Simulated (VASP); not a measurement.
# TiO2: single point with r2SCAN

The system is TiO2.

```
CELL_PARAMETERS angstrom
4.54441 0.00000 0.00000
0.00000 4.54441 0.00000
0.00000 0.00000 2.93759
ATOMIC_POSITIONS crystal
Ti 0.00000 0.00000 0.00000
Ti 0.50000 0.50000 0.50000
O 0.30370 0.30370 0.00000
O 0.19630 0.80370 0.50000
O 0.69630 0.69630 0.00000
O 0.80370 0.19630 0.50000
```

```json
{
  "Program": "VASP 6.6.1",
  "Task": "single point",
  "Functional": "r2SCAN",
  "Potentials or basis": "VASP PAW PBE potentials, release 64 (Ti_sv, O)",
  "Cutoff": "520 eV",
  "k mesh": "4 × 4 × 6",
  "Occupations": "gaussian, width 0.01 eV",
  "Spin": "no spin polarisation",
  "Dipole correction": "no",
  "Further INCAR settings": "ALGO = Normal; EDIFF = 1e-07; NBANDS = 33"
}
```

* Pressure: 8.4 GPa
* Largest force: 0.029 eV/Å
* Band gap on the k mesh: 2.26 eV

Forces on the atoms (eV/Å):
```
Ti   0.000  0.000  0.000
Ti   0.000  0.000  0.000
O   -0.020 -0.020  0.000
O    0.020 -0.020  0.000
O    0.020  0.020  0.000
O   -0.020  0.020  0.000
```

Stress tensor (GPa, compression positive):
```
8.16 0.00 0.00
0.00 8.16 0.00
0.00 0.00 8.83
```

Levels at points of the mesh, in eV from the valence-band top:
```csv
k point,band 21,band 22,band 23,band 24,band 25,band 26,band 27,band 28
"(0.00, 0.00, 0.00)",-0.79,-0.51,-0.51,0.00,2.26,2.59,2.82,2.94
"(0.50, 0.00, 0.00)",-1.79,-1.79,-0.81,-0.81,2.98,2.98,3.52,3.52
"(0.50, 0.50, 0.00)",-1.44,-1.44,-1.16,-1.16,2.30,2.30,2.96,2.96
"(0.00, 0.00, 0.50)",-2.56,-2.56,-1.51,-1.51,3.45,3.45,3.67,3.67
"(0.50, 0.00, 0.50)",-2.14,-2.14,-1.15,-1.15,2.33,2.33,3.69,3.69
"(0.50, 0.50, 0.50)",-1.41,-1.41,-0.72,-0.72,3.05,3.05,3.68,3.68
```

Wall time 4.4 min on 1 thread of Intel Xeon 8259CL, with other jobs on the host, peak memory 0.2 GiB.

Caveat: the cell stands under pressure; the PAW data sets were made with another functional, which shifts forces and pressure a little. A k mesh can miss the band edges.
